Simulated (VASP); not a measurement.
Set up this calculation in VASP 6.6.1, as the native input.

```yaml
Task: single point
Functional: PBE
Potentials_or_basis: VASP PAW PBE potentials, release 64 (Te, Pt)
Cutoff: 520 eV
k_mesh: 4 × 4 × 4
Occupations: gaussian, width 0.2 eV
Spin: no spin polarisation
Dipole_correction: no
Further_INCAR_settings: ALGO = Normal; EDIFF = 1e-06; NBANDS = 35
```

The structure of TePt2 lies in POSCAR:

```
TePt2
1.0
   -2.7366449175      2.7366449175      3.9887523728
    2.7366449175     -2.7366449175      3.9887523728
    2.7366449175      2.7366449175     -3.9887523728
Te Pt
2 4
Direct
    0.2500000000      0.2500000000      0.0000000000
    0.7500000000      0.7500000000      0.0000000000
    0.6775014895      0.1775014895      0.8550029789
    0.1775014895      0.3224985105      0.5000000000
    0.3224985105      0.8224985105      0.1449970211
    0.8224985105      0.6775014895      0.5000000000
```

The cell was built from a structure type or drawn by symmetry, and may not be a known phase.

The input as run:

INCAR

```
ALGO = Normal
EDIFF = 1E-6
ENCUT = 520
GGA = PE
ISIF = 2
ISMEAR = 0
LASPH = True
LCHARG = True
LELF = True
LREAL = False
LVHAR = True
LWAVE = False
NBANDS = 35
NELM = 60
PREC = Accurate
SIGMA = 0.2
```

KPOINTS

```
k-points
0
Gamma
  4 4 4
```

Potentials or basis: VASP PAW PBE potentials, release 64 (Te, Pt).

The run is started by

```console
$ cat potpaw_PBE.64/Te/POTCAR potpaw_PBE.64/Pt/POTCAR > POTCAR
$ mpirun -np 1 vasp_std > vasp.out
```

It gave:

```
Pressure               : -0.6 GPa
Largest force          : 0.074 eV/Å
Band gap on the k mesh : zero (bands 26 and 27 overlap by 0.55 eV)
```

Caveat: spin-orbit coupling is left out, which moves the levels of the heavy elements.

Run time: 64 s on 1 thread of Intel(R) Xeon(R) Platinum 8259CL CPU @ 2.50GHz (Skylake/Cascade Lake), with other jobs on the host, peak memory 0.26 GiB.
